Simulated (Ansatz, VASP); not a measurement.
# Cu in VASP and in Ansatz

The input POSCAR:

```
Cu
1.0
    2.2702568994      0.0000000000      0.0000000000
    0.0000000000      2.2702568994      0.0000000000
    0.0000000000      0.0000000000      2.2702568994
Cu
1
Direct
    0.0000000000      0.0000000000      0.0000000000
```

The input INCAR.step1:

```
SYSTEM = Cu
PREC = Accurate
ENCUT = 520
ISMEAR = -1
SIGMA = 0.1
LREAL = .FALSE.
LASPH = .TRUE.
NELM = 100
NBANDS = 12
GGA = PE
ALGO = Normal
EDIFF = 1E-4
LWAVE = .TRUE.
LCHARG = .FALSE.
```

Contents of INCAR.step2:

```
SYSTEM = Cu
PREC = Accurate
ENCUT = 520
EDIFF = 1E-7
ISMEAR = -1
SIGMA = 0.1
LREAL = .FALSE.
LASPH = .TRUE.
NELM = 100
ALGO = Normal
ISIF = 2
LWAVE = .FALSE.
LCHARG = .FALSE.
METAGGA = R2SCAN
LMIXTAU = .TRUE.
NBANDS = 12
ISTART = 1
```

KPOINTS

```
Automatic mesh
0
G
  15 15 15
  0 0 0
```

Input for Ansatz:

```yaml
crystal:
  lattice:
    - [2.2702568994, 0.0, 0.0]
    - [0.0, 2.2702568994, 0.0]
    - [0.0, 0.0, 2.2702568994]
  atoms:
    - { symbol: Cu, position: [0.0, 0.0, 0.0] }
hamiltonian:
  xc: r2scan
  pseudopotentials:
    kind: paw
    azcp:
      Cu: "pseudopotentials/Cu.paw.azcp"
basis:
  ecutwfc: 500
  fft_grid_basis: typed
kpoints:
  mp_grid: { grid: [15, 15, 15], shift: [0, 0, 0] }
magnetization:
  spin_polarized: false
scf:
  occupations: { method: fermi_dirac, width: 0.1 }
  lower_state_search: "off"
output:
  stress: true
```

Alike in both runs: task single point; functional r2SCAN; k mesh 15 × 15 × 15; occupations fermi-dirac, width 0.1 eV; no spin polarisation.

|  | VASP | Ansatz |
| --- | --- | --- |
| version | VASP 6.6.1 | Ansatz 0.2.0 |
| potentials or method | VASP PAW PBE potentials, release 64 (Cu), cutoff 520 eV | plane waves (500 eV) with PAW, scalar-relativistic |
| valence electrons in the cell | 11 | 19 |

|  | VASP | Ansatz | Ansatz less VASP |
| --- | --- | --- | --- |
| pressure (GPa) | 21.4 | 20.8 | -0.67 |

VASP's potentials were made for PBE, not for r2SCAN. The functional is the same, so the differences come from potentials, cutoffs and numerics. VASP's potentials hold 11 valence electrons a cell and Ansatz's 19, so a difference there can come from the potentials and not from the codes.
